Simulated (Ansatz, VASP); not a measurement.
# Al: VASP beside Ansatz

Contents of INCAR:

```
SYSTEM = Al
ALGO     = Normal         ! electronic algorithm
EDIFF    = 1E-6           ! SCF threshold, eV
ENCUT    = 520            ! plane-wave cutoff, eV
GGA      = PS             ! functional
ISIF     = 2              ! what is computed and relaxed
ISMEAR   = -1             ! smearing method
LASPH    = .TRUE.         ! aspherical terms in the spheres
LCHARG   = .FALSE.        ! write CHGCAR
LREAL    = .FALSE.        ! projectors in reciprocal space
LWAVE    = .FALSE.        ! write WAVECAR
NBANDS   = 12             ! bands
NELM     = 60             ! most SCF steps
PREC     = Accurate       ! precision mode
SIGMA    = 0.1            ! smearing width, eV
```

Contents of KPOINTS:

```
k-points
0
G
  9 9 13
  0 0 0
```

The input POSCAR:

```
Al
1.0
    4.7295455461      0.0000000000      0.0000000000
   -2.3647727731      4.0959065913      0.0000000000
    0.0000000000      0.0000000000      2.9210687967
Al
3
Direct
    0.0000000000      1.0000000000      0.0000000000
    0.3333333333      0.6666666667      0.5000000000
    0.6666666667      0.3333333333      0.5000000000
```

Input for Ansatz:

```yaml
crystal:
  lattice:
    - [4.7295455461, 0.0, 0.0]
    - [-2.3647727731, 4.0959065913, 0.0]
    - [0.0, 0.0, 2.9210687967]
  atoms:
    - { symbol: Al, position: [0.0, 1.0, 0.0] }
    - { symbol: Al, position: [0.3333333333, 0.6666666667, 0.5] }
    - { symbol: Al, position: [0.6666666667, 0.3333333333, 0.5] }
hamiltonian:
  xc: pbesol
  pseudopotentials:
    kind: paw
    azcp:
      Al: "pseudopotentials/Al.paw.azcp"
basis:
  ecutwfc: 420
  fft_grid_basis: typed
kpoints:
  mp_grid: { grid: [9, 9, 13], shift: [0, 0, 0] }
magnetization:
  spin_polarized: false
scf:
  occupations: { method: fermi_dirac, width: 0.1 }
  lower_state_search: "off"
output:
  stress: true
```

Alike in both runs: task single point; functional PBEsol; k mesh 9 × 9 × 13; occupations fermi-dirac, width 0.1 eV; no spin polarisation.

```csv
,VASP,Ansatz
version,VASP 6.6.1,Ansatz 0.2.0
potentials or method,"VASP PAW PBE potentials, release 64 (Al), cutoff 520 eV","plane waves (420 eV) with PAW, scalar-relativistic"
valence electrons in the cell,9,9
```

```csv
,VASP,Ansatz,Ansatz less VASP
pressure (GPa),-6.3,-6.4,-0.03
"traceless stress, the component that is largest in VASP (GPa)",-1.17,-1.17,+0.005
```

VASP's potentials were made for PBE, not for PBEsol, and Ansatz warns of the same on its side.
